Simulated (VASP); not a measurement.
The system is CsSnI3.

```
CELL_PARAMETERS angstrom
6.24140 0.00000 0.00000
0.00000 6.24140 0.00000
0.00000 0.00000 6.24140
ATOMIC_POSITIONS crystal
Cs 0.00000 0.00000 0.00000
Sn 0.50000 0.50000 0.50000
I 0.00000 0.50000 0.50000
I 0.50000 0.00000 0.50000
I 0.50000 0.50000 0.00000
```

Base run:

```yaml
Program: VASP 6.6.1
Functional: PBE
Potentials_or_basis: VASP PAW PBE potentials, release 64 (Cs_sv, Sn_d, I)
Cutoff: 500 eV
k_mesh: 4 × 4 × 4
Occupations: gaussian, width 0.01 eV
Spin: no spin polarisation
```

Its results: band gap on the k mesh 0.38 eV; pressure 0.5 GPa.

Q: The run is repeated on the same cell with these changes: functional from PBE to LDA; potentials or basis from VASP PAW PBE potentials, release 64 (Cs_sv, Sn_d, I) to VASP PAW LDA potentials, release 64 (Cs_sv, Sn_d, I). What comes out?

A: Band gap on the k mesh 0.33 eV; pressure -1.5 GPa.

Caveats: spin-orbit coupling is left out, which moves the levels of the heavy elements.

A k mesh can miss the band edges.
